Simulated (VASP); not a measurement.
Here is a VASP 6.6.1 calculation.

The input POSCAR:

```
ZnS
1.0
    0.0771858376      2.6940955541      2.6940955541
    2.6940955541      0.0771858376      2.6940955541
    2.7712813917      2.7712813917      0.0000000000
Zn S
1 1
Direct
    0.2449123997      0.2449123997      0.2550876003
    0.0050876003      0.0050876003     -0.0050876003
```

File INCAR.step1:

```
SYSTEM = ZnS
PREC = Accurate ; ENCUT = 520
ISMEAR = 0 ; SIGMA = 0.01
LREAL = .FALSE. ; LASPH = .TRUE.
NELM = 80 ; NBANDS = 16
GGA = PE ; ALGO = Normal
EDIFF = 1E-4 ; LWAVE = .TRUE.
LCHARG = .FALSE.
```

File INCAR.step2:

```
SYSTEM = ZnS
PREC = Accurate ; ENCUT = 520
EDIFF = 1E-6 ; ISMEAR = 0
SIGMA = 0.01 ; LREAL = .FALSE.
LASPH = .TRUE. ; NELM = 80
ALGO = Normal ; ISIF = 2
LWAVE = .FALSE. ; LCHARG = .TRUE.
METAGGA = R2SCAN ; LMIXTAU = .TRUE.
LELF = .TRUE. ; LVHAR = .TRUE.
NBANDS = 16 ; ISTART = 1
```

The input KPOINTS:

```
regular mesh
0
G
  8 8 8
  0 0 0
```

Potentials or basis: VASP PAW PBE potentials, release 64 (Zn, S).

The run is started by

```console
$ cat potpaw_PBE.64/Zn/POTCAR potpaw_PBE.64/S/POTCAR > POTCAR
$ cp INCAR.step1 INCAR
$ mpirun -np 1 vasp_std > vasp.out
$ cp INCAR.step2 INCAR
$ mpirun -np 1 vasp_std > vasp.out
```

Problem. Estimate the band gap on the k mesh.

Solution. 2.50 eV.

Problem. Estimate the pressure.

Solution. 0.1 GPa.

Stress tensor (GPa, compression positive):
```
 0.11 -2.89  0.00
-2.89  0.11  0.00
 0.00  0.00  0.00
```

Caveat: the cell differs from its parent crystal (shear xy strain +5.7%); the PAW data sets were made with another functional, which shifts forces and pressure a little.
